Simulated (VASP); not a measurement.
# SiSe3 (Pm-3n) in VASP: further runs

Runs on SiSe3. Level: PBE. Tasks: single point, relaxation of cell and atoms.

Program: VASP 6.6.1. These are calculated values, not measurements. Logs are shortened: lines on timing, memory, paths and dates and some standing lists are left out, and cuts for length are marked.

## 1. The cell of the first run

The structure is cubic, space group Pm-3n (No. 223). Conventional cell: a = 5.437 Å, b = 5.437 Å, c = 5.437 Å, α = 90.00°, β = 90.00°, γ = 90.00°. Si (site symmetry m-3) has 12 Se at 3.04 Å within 4.0 Å. Se (site symmetry -4m2) has 10 Se at 2.72 to 3.33 Å and 4 Si at 3.04 Å within 3.6 Å.

## 2. Single point, PBE

INCAR

```
SYSTEM = SiSe3
PREC = Accurate
ENCUT = 500
EDIFF = 1E-6
ISMEAR = 0
SIGMA = 0.1
LREAL = .FALSE.
LASPH = .TRUE.
NELM = 120
ALGO = Normal
ISIF = 2
LWAVE = .FALSE.
LCHARG = .TRUE.
GGA = PE
LELF = .TRUE.
LVHAR = .TRUE.
NBANDS = 32
GGA_COMPAT = .FALSE.
```

KPOINTS

```
regular mesh
0
G
  4 4 4
  0 0 0
```

POSCAR

```
SiSe3
1.0
    5.4373808726      0.0000000000      0.0000000000
    0.0000000000      5.4373808726      0.0000000000
    0.0000000000      0.0000000000      5.4373808726
Si Se
2 6
Direct
    0.0000000000      0.0000000000      0.0000000000
    0.5000000000      0.5000000000      0.5000000000
    0.0000000000      0.5000000000      0.2500000000
    0.0000000000      0.5000000000      0.7500000000
    0.2500000000      0.0000000000      0.5000000000
    0.7500000000      0.0000000000      0.5000000000
    0.5000000000      0.7500000000      0.0000000000
    0.5000000000      0.2500000000      0.0000000000
```

Potentials or basis: VASP PAW PBE potentials, release 64 (Si, Se).

Command:

```sh
cat potpaw_PBE.64/Si/POTCAR potpaw_PBE.64/Se/POTCAR > POTCAR
mpirun -np 1 vasp_std > vasp.out
```

OUTCAR:

```text
SYSTEM = SiSe3
   PREC = Accurate
   ENCUT = 500
   EDIFF = 1E-6
   ISMEAR = 0
   LREAL = .FALSE.
   LASPH = .TRUE.
   NELM = 120
   ISIF = 2
   GGA = PE

 ion  position               nearest neighbor table
   1  0.000  0.000  0.000-
   2  0.500  0.500  0.500-
   3  0.000  0.500  0.250-   4 2.72   4 2.72
   4  0.000  0.500  0.750-   3 2.72   3 2.72
   5  0.250  0.000  0.500-   6 2.72   6 2.72
   6  0.750  0.000  0.500-   5 2.72   5 2.72
   7  0.500  0.750  0.000-   8 2.72   8 2.72
   8  0.500  0.250  0.000-   7 2.72   7 2.72

  LATTYP: Found a simple cubic cell.
 ALAT       =     5.4373808726

  Lattice vectors:

 A1 = (   5.4373808726,   0.0000000000,   0.0000000000)
 A2 = (   0.0000000000,   5.4373808726,   0.0000000000)
 A3 = (   0.0000000000,   0.0000000000,   5.4373808726)

Analysis of symmetry for initial positions (statically):
=====================================================================
 Subroutine PRICEL returns:
 Original cell was already a primitive cell.

 Routine SETGRP: Setting up the symmetry group for a
 simple cubic supercell.

 Subroutine GETGRP returns: Found 48 space group operations
 (whereof 24 operations were pure point group operations)
 out of a pool of 48 trial point group operations.

The static configuration has the point symmetry T_h .
 The point group associated with its full space group is O_h .

Analysis of symmetry for dynamics (positions and initial velocities):
=====================================================================
 Subroutine PRICEL returns:
 Original cell was already a primitive cell.

 Routine SETGRP: Setting up the symmetry group for a
 simple cubic supercell.

 Subroutine GETGRP returns: Found 48 space group operations
 (whereof 24 operations were pure point group operations)
 out of a pool of 48 trial point group operations.

The dynamic configuration has the point symmetry T_h .
 The point group associated with its full space group is O_h .

 Subroutine INISYM returns: Found 48 space group operations
 (whereof 24 operations are pure point group operations),
 and found     1 'primitive' translations

----------------------------------------------------------------------------------------

                                     Primitive cell

  volume of cell :     160.7568

  direct lattice vectors                    reciprocal lattice vectors
     5.437380873  0.000000000  0.000000000     0.183912075  0.000000000  0.000000000
     0.000000000  5.437380873  0.000000000     0.000000000  0.183912075  0.000000000
     0.000000000  0.000000000  5.437380873     0.000000000  0.000000000  0.183912075

  length of vectors
     5.437380873  5.437380873  5.437380873     0.183912075  0.183912075  0.183912075

  position of ions in fractional coordinates (direct lattice)
     0.000000000  0.000000000  0.000000000
     0.500000000  0.500000000  0.500000000
     0.000000000  0.500000000  0.250000000
     0.000000000  0.500000000  0.750000000
     0.250000000  0.000000000  0.500000000
     0.750000000  0.000000000  0.500000000
     0.500000000  0.750000000  0.000000000
     0.500000000  0.250000000  0.000000000

  ion indices of the primitive-cell ions
   primitive index   ion index
                 1           1
                 2           2
                 3           3
                 4           4
                 5           5
                 6           6
                 7           7
                 8           8

----------------------------------------------------------------------------------------

 KPOINTS: regular mesh

Automatic generation of k-mesh.
 Grid dimensions read from file:
 generate k-points for:    4    4    4

 Generating k-lattice:

  Cartesian coordinates                     Fractional coordinates (reciprocal lattice)
     0.045978019  0.000000000  0.000000000     0.250000000  0.000000000  0.000000000
     0.000000000  0.045978019  0.000000000     0.000000000  0.250000000  0.000000000
     0.000000000  0.000000000  0.045978019     0.000000000  0.000000000  0.250000000

  Length of vectors
     0.045978019  0.045978019  0.045978019

  Shift w.r.t. Gamma in fractional coordinates (k-lattice)
     0.000000000  0.000000000  0.000000000

 Subroutine IBZKPT returns following result:
 ===========================================

 Found     10 irreducible k-points:

 Following reciprocal coordinates:
            Coordinates               Weight
  0.000000  0.000000  0.000000      1.000000
  0.250000  0.000000  0.000000      6.000000
  0.500000  0.000000  0.000000      3.000000
  0.250000  0.250000  0.000000     12.000000
  0.500000  0.250000  0.000000     12.000000
  0.500000  0.500000  0.000000      3.000000
  0.250000  0.250000  0.250000      8.000000
  0.500000  0.250000  0.250000     12.000000
  0.500000  0.500000  0.250000      6.000000
  0.500000  0.500000  0.500000      1.000000
   k-points           NKPTS =     10   k-points in BZ     NKDIM =     10   number of bands    NBANDS=     32
   number of dos      NEDOS =    301   number of ions     NIONS =      8
   total plane-waves  NPLWV =  64000
   dimension x,y,z NGX =    40 NGY =   40 NGZ =   40
   dimension x,y,z NGXF=    80 NGYF=   80 NGZF=   80
   ions per type =               2   6
   NGX,Y,Z   is equivalent  to a cutoff of  12.23, 12.23, 12.23 a.u.
   NGXF,Y,Z  is equivalent  to a cutoff of  24.46, 24.46, 24.46 a.u.
 SYSTEM =  SiSe3
   PREC   = accura    normal or accurate (medium, high low for compatibility)
   ISTART =      0    job   : 0-new  1-cont  2-samecut
   ICHARG =      2    charge: 1-file 2-atom 10-const
   ISPIN  =      1    spin polarized calculation?
   LNONCOLLINEAR =      F non collinear calculations
   LSORBIT =      F    spin-orbit coupling
   LASPH  =      T    aspherical Exc in radial PAW
   ENCUT  =  500.0 eV  36.75 Ry    6.06 a.u.   9.91  9.91  9.91*2*pi/ulx,y,z
   NELM   =    120;   NELMIN=  2; NELMDL= -5     # of ELM steps
   EDIFF  = 0.1E-05   stopping-criterion for ELM
   LREAL  =      F    real-space projection
   EDIFFG = 0.1E-04   stopping-criterion for IOM
   NSW    =      0    number of steps for IOM
   IBRION =     -1    ionic relax: 0-MD 1-quasi-New 2-CG
   NFREE  =      0    steps in history (QN), initial steepest desc. (CG)
   ISIF   =      2    stress and relaxation
   ISYM   =      2    0-nonsym 1-usesym 2-fastsym
   POTIM  = 0.5000    time-step for ionic-motion
   TEBEG  =    0.0;   TEEND  =   0.0 temperature during run
   PSTRESS=    0.0 pullay stress
   NELECT =      44.0000    total number of electrons
   NUPDOWN=      -1.0000    fix difference up-down
   EMIN   =  10.00;   EMAX   =-10.00  energy-range for DOS
   EFERMI =   0.00;   METHOD = LEGACY
   ISMEAR =     0;   SIGMA  =   0.10  broadening in eV -4-tet -1-fermi 0-gaus
   EFERMI_NEDOS =   21; number of points for ismear=-14 and -15
   IALGO  =     38    algorithm
   IMIX   =      4    mixing-type and parameters
     AMIX     =   0.40;   BMIX     =  1.00
     AMIX_MAG =   1.60;   BMIX_MAG =  1.00
  volume/ion in A,a.u.               =      20.09       135.61
  Fermi-wavevector in a.u.,A,eV,Ry     =   1.062925  2.008637 15.371993  1.129810
  Thomas-Fermi vector in A             =   2.198392
   LORBIT       =      0    0 simple, 1 ext, 2 COOP (PROOUT), +10 PAW based schemes
   GGA     = PE    functional components
   LHFCALC =     F    Hartree Fock is set to
   AEXX    =    0.0000 exact exchange contribution
   IVDW    =     0    specifies the selected vdW correction
   LEPSILON=     F    determine dielectric tensor
   LRPA    =     F    only Hartree local field effects (RPA)
 non-spin polarized calculation
 Gauss-broadening in eV      SIGMA  =   0.10
  energy-cutoff  :      500.00
  volume of cell :      160.76
 maximum number of plane-waves:      4116
 NGX is ok and might be reduce to    40
   NGX = 19   NGY = 19   NGZ = 19

 number of electron      44.0000011 magnetization

 Free energy of the ion-electron system (eV)
  ---------------------------------------------------
  ext. energy  EPLUGINS =         0.00000000
  ---------------------------------------------------
  free energy    TOTEN  =       -27.19987408 eV

  energy without entropy =      -27.15336571  energy(sigma->0) =      -27.17661989

 E-fermi :   5.6529     XC(G=0): -10.4379

 val. band max:        5.4965071973   @ k =   0.2500   0.2500   0.0000
 cond. band min:       5.6561908315   @ k =   0.5000   0.5000   0.2500
 fundamental gap:      0.1596836342
 Fermi energy:         5.6529359708

 k-point     1 :       0.0000    0.0000    0.0000
  band No.  band energies     occupation
      1      -9.8917      2.00000
      2      -7.7801      2.00000
      3      -7.7801      2.00000
      4      -5.8443      2.00000
      5      -5.8443      2.00000
      6      -5.8443      2.00000
[... 24 lines left out ...]
     31      10.2164      0.00000
     32      10.2164      0.00000

 k-point     2 :       0.2500    0.0000    0.0000
  band No.  band energies     occupation
      1      -9.6537      2.00000
      2      -8.1793      2.00000
      3      -7.5738      2.00000
      4      -6.2866      2.00000
      5      -5.8132      2.00000
      6      -5.8132      2.00000
[... 24 lines left out ...]
     31      10.1005      0.00000
     32      10.1005      0.00000

 k-point     3 :       0.5000    0.0000    0.0000
  band No.  band energies     occupation
      1      -8.9974      2.00000
      2      -8.9974      2.00000
      3      -7.0130      2.00000
      4      -7.0130      2.00000
      5      -5.7812      2.00000
      6      -5.7812      2.00000
[... 24 lines left out ...]
     31      10.0237      0.00000
     32      10.0237      0.00000

 k-point     4 :       0.2500    0.2500    0.0000
  band No.  band energies     occupation
      1      -9.4212      2.00000
      2      -8.1600      2.00000
      3      -7.7084      2.00000
      4      -6.4141      2.00000
      5      -6.2511      2.00000
      6      -5.7848      2.00000
[... 24 lines left out ...]
     31       9.2192      0.00000
     32      10.0085      0.00000

 k-point     5 :       0.5000    0.2500    0.0000
  band No.  band energies     occupation
      1      -8.8317      2.00000
      2      -8.7541      2.00000
      3      -7.2967      2.00000
      4      -7.1386      2.00000
      5      -6.2900      2.00000
      6      -5.7555      2.00000
[... 24 lines left out ...]
     31       9.6827      0.00000
     32       9.9594      0.00000

 k-point     6 :       0.5000    0.5000    0.0000
  band No.  band energies     occupation
      1      -8.5829      2.00000
      2      -8.2844      2.00000
      3      -7.6593      2.00000
      4      -7.6593      2.00000
      5      -6.5244      2.00000
      6      -5.7292      2.00000
[... 24 lines left out ...]
     31       9.9413      0.00000
     32       9.9413      0.00000

 k-point     7 :       0.2500    0.2500    0.2500
  band No.  band energies     occupation
      1      -9.1922      2.00000
      2      -7.9347      2.00000
      3      -7.9347      2.00000
      4      -6.3932      2.00000
      5      -6.3932      2.00000
      6      -6.3425      2.00000
[... 24 lines left out ...]
     31       8.8307      0.00000
     32       9.1017      0.00000

 k-point     8 :       0.5000    0.2500    0.2500
  band No.  band energies     occupation
      1      -8.5836      2.00000
      2      -8.5836      2.00000
      3      -7.2959      2.00000
      4      -7.2959      2.00000
      5      -6.3880      2.00000
      6      -6.3880      2.00000
[... 24 lines left out ...]
     31       9.0645      0.00000
     32       9.0645      0.00000

 k-point     9 :       0.5000    0.5000    0.2500
  band No.  band energies     occupation
      1      -8.3131      2.00000
      2      -8.0832      2.00000
      3      -7.5998      2.00000
      4      -7.5998      2.00000
      5      -6.8625      2.00000
      6      -6.4270      2.00000
[... 24 lines left out ...]
     31       8.9902      0.00000
     32       8.9902      0.00000

 k-point    10 :       0.5000    0.5000    0.5000
  band No.  band energies     occupation
      1      -7.5363      2.00000
      2      -7.5363      2.00000
      3      -7.5363      2.00000
      4      -7.5363      2.00000
      5      -7.5363      2.00000
      6      -7.5363      2.00000
[... 24 lines left out ...]
     31       7.4878      0.00000
     32       7.4878      0.00000

------------------------ aborting loop because EDIFF is reached ----------------------------------------

  FORCE on cell =-STRESS in cart. coord.  units (eV):
  Direction    XX          YY          ZZ          XY          YZ          ZX
  --------------------------------------------------------------------------------------
  -------------------------------------------------------------------------------------
  Total       -0.0215951     -0.0215951     -0.0215951     -0.0000000     -0.0000000      0.0000000
  in kB       -0.2152272     -0.2152272     -0.2152272     -0.0000000     -0.0000000      0.0000000
  external PRESSURE =      -0.2152272 kB  Pullay stress =       0.0000000 kB

 VOLUME and BASIS-vectors are now :
 -----------------------------------------------------------------------------
  energy-cutoff  :      500.00
  volume of cell :      160.76
      direct lattice vectors                 reciprocal lattice vectors
     5.437380873  0.000000000  0.000000000     0.183912075  0.000000000  0.000000000
     0.000000000  5.437380873  0.000000000     0.000000000  0.183912075  0.000000000
     0.000000000  0.000000000  5.437380873     0.000000000  0.000000000  0.183912075

 POSITION                                       TOTAL-FORCE (eV/Angst)
 -----------------------------------------------------------------------------------
      0.00000      0.00000      0.00000         0.000000     -0.000000     -0.000000
      2.71869      2.71869      2.71869         0.000000     -0.000000     -0.000000
      0.00000      2.71869      1.35935        -0.000000      0.000000      0.000000
      0.00000      2.71869      4.07804        -0.000000      0.000000     -0.000000
      1.35935      0.00000      2.71869        -0.000000     -0.000000     -0.000000
      4.07804      0.00000      2.71869         0.000000      0.000000     -0.000000
      2.71869      4.07804      0.00000         0.000000     -0.000000      0.000000
      2.71869      1.35935      0.00000        -0.000000      0.000000     -0.000000
 -----------------------------------------------------------------------------------
    total drift:                                0.000000     -0.000000      0.000000

  FREE ENERGIE OF THE ION-ELECTRON SYSTEM (eV)
  ---------------------------------------------------
  free  energy   TOTEN  =       -27.1998740785 eV

  energy  without entropy=      -27.1533657058  energy(sigma->0) =      -27.17661989
```

It took 22 s on 1 thread of Intel Xeon 6975P-C (Granite Rapids), shared host; peak memory 0.24 GiB.

Results:

* Free energy: -27.1999 eV
* Pressure: 0.0 GPa
* Band gap on the k mesh: zero (band 22 reaches 5.79 eV, above the bottom of band 23 at 4.80 eV)

## 3. Relaxation of cell and atoms, PBE

This run uses another cell than the first one, of 24.16 Å³/atom, 1.203 times its volume.

INCAR

```
SYSTEM = SiSe3
ALGO = Normal ; EDIFF = 1E-7
EDIFFG = -0.04 ; ENCUT = 500
GGA = PE ; GGA_COMPAT = .False.
IBRION = 2 ; ISIF = 3
ISMEAR = 0 ; LASPH = .True.
LCHARG = .False. ; LREAL = .False.
LWAVE = .False. ; NELM = 120
NELMIN = 4 ; NSW = 90
PREC = Accurate ; SIGMA = 0.1
```

KPOINTS

```
k-points
0
Gamma
  4 4 4
  0 0 0
```

POSCAR: that of step 2 with these lines changed.

```diff
@@ -2,5 +2,5 @@
 1.0
-    5.4373808726      0.0000000000      0.0000000000
-    0.0000000000      5.4373808726      0.0000000000
-    0.0000000000      0.0000000000      5.4373808726
+    5.7821546360      0.0000000000      0.0000000000
+    0.0000000000      5.7821546360      0.0000000000
+    0.0000000000      0.0000000000      5.7821546360
 Si Se
```

Potentials or basis: VASP PAW PBE potentials, release 64 (Si, Se).

Command:

```sh
cat potpaw_PBE.64/Si/POTCAR potpaw_PBE.64/Se/POTCAR > POTCAR
mpirun -np 1 vasp_std > vasp.out
```

It took 67 s on 1 thread of Intel Xeon 6975P-C (Granite Rapids), shared host; peak memory 0.27 GiB.

Results (log left out):

* Free energy: -27.2015 eV
* Relaxed volume: 20.10 Å³/atom
* Relaxed cell: a = 5.437 Å, b = 5.437 Å, c = 5.437 Å, α = 90.00°, β = 90.00°, γ = 90.00°
* Space group after relaxing (to 0.05 Å): Pm-3n (No. 223)
* Energy gained by relaxing: 117.0 meV/atom
* Ionic steps: 3
* Pressure after relaxing: 0.0 GPa
* Band gap on the k mesh: zero (band 22 reaches 5.79 eV, above the bottom of band 23 at 4.80 eV)

The path:
```csv
step,energy change (eV),largest force (eV/Å),pressure (GPa),volume (Å³)
1,0.0000,0.0000,-7.82,193.32
2,-0.9331,0.0000,-0.56,162.17
3,-0.9357,0.0000,-0.02,160.76
```

Final structure:
```yaml
crystal:
  lattice:
    - [5.43742, 0.00000, 0.00000]
    - [0.00000, 5.43742, 0.00000]
    - [0.00000, 0.00000, 5.43742]
  atoms:
    - { symbol: Si, position: [0.00000, 0.00000, 0.00000] }
    - { symbol: Si, position: [0.50000, 0.50000, 0.50000] }
    - { symbol: Se, position: [0.00000, 0.50000, 0.25000] }
    - { symbol: Se, position: [0.00000, 0.50000, 0.75000] }
    - { symbol: Se, position: [0.25000, 0.00000, 0.50000] }
    - { symbol: Se, position: [0.75000, 0.00000, 0.50000] }
    - { symbol: Se, position: [0.50000, 0.75000, 0.00000] }
    - { symbol: Se, position: [0.50000, 0.25000, 0.00000] }
```

Levels at points of the mesh, in eV from the Fermi level:
| k point | band 19 | band 20 | band 21 | band 22 | band 23 | band 24 | band 25 | band 26 |
| --- | --- | --- | --- | --- | --- | --- | --- | --- |
| (0.00, 0.00, 0.00) | -2.35 | -2.35 | -0.21 | -0.21 | -0.21 | 2.37 | 2.37 | 2.37 |
| (0.50, 0.00, 0.00) | -1.48 | -1.48 | -0.61 | -0.61 | 0.31 | 0.31 | 1.85 | 1.85 |
| (0.50, 0.50, 0.00) | -1.61 | -0.58 | 0.13 | 0.13 | 0.43 | 0.43 | 0.73 | 1.20 |
| (0.50, 0.50, 0.50) | -0.99 | -0.99 | -0.86 | -0.86 | -0.86 | -0.86 | -0.74 | -0.74 |

Caveat: the volume moved by over 15 % at a fixed basis, so the end points are rough.
